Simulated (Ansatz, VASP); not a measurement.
# Two plane-wave programs on Bi2Se3

File INCAR:

```
SYSTEM = Bi2Se3
PREC = Accurate
ENCUT = 500
EDIFF = 1E-7
ISMEAR = 0
SIGMA = 0.01
LREAL = .False.
LASPH = .True.
NELM = 120
ALGO = Normal
ISIF = 3
LWAVE = .False.
LCHARG = .False.
GGA = PE
IBRION = 2
NSW = 80
EDIFFG = -0.005
GGA_COMPAT = .False.
NELMIN = 4
```

KPOINTS

```
Automatic mesh
0
Gamma
  6 6 6
  0 0 0
```

File POSCAR:

```
Bi2Se3
1.0
    2.0715000000      1.1959810826      9.5453333333
   -2.0715000000      1.1959810826      9.5453333333
    0.0000000000     -2.3919621653      9.5453333333
Bi Se
2 3
Direct
    0.4007996667      0.4007996667      0.4007996667
    0.5992003333      0.5992003333      0.5992003333
    0.0000000000      0.0000000000      0.0000000000
    0.2117003333      0.2117003333      0.2117003333
    0.7882996667      0.7882996667      0.7882996667
```

Input for Ansatz:

```yaml
crystal:
  lattice:
    a: 4.143
    b: 4.143
    c: 28.636
    alpha: 90.0
    beta: 90.0
    gamma: 120.0
  space_group: 166
  atoms:
    - { symbol: Bi, position: [0.6666666666666666, 0.3333333333333333, 0.734133] }
    - { symbol: Se, position: [0.0, 0.0, 0.0] }
    - { symbol: Se, position: [0.3333333333333333, 0.6666666666666666, 0.878367] }
  reduce_to_primitive: true
basis:
  ecutwfc: 462.593566181796
kpoints:
  mp_grid:
    grid: [6, 6, 6]
hamiltonian:
  xc: pbe
scf:
  occupations:
    method: fixed
relax:
  f_tol: 0.005
  cell: {}
output:
  eigenvalues: true
```

Alike in both runs: task relaxation of cell and atoms; functional PBE; k mesh 6 × 6 × 6; no spin polarisation.

```csv
,VASP,Ansatz
version,VASP 6.6.1,Ansatz 0.2.0
potentials or method,"VASP PAW PBE potentials, release 64 (Bi_d, Se), cutoff 500 eV","plane waves, PAW"
occupations,"gaussian, width 0.01 eV",fixed
valence electrons in the cell,48,78
```

```tsv
	VASP	Ansatz	Ansatz less VASP
gap on the k mesh at the Fermi level, each at its own relaxed structure (eV)	0.69	0.69	+0.007
relaxed volume (Å³/atom)	31.60	31.65	+0.047
relaxed length of the cell vector where the two differ most in proportion (Å)	10.679	10.698	+0.0191
```

VASP's potentials hold 48 valence electrons a cell and Ansatz's 78, so a difference there can come from the potentials and not from the codes.

Spin-orbit coupling is off throughout.
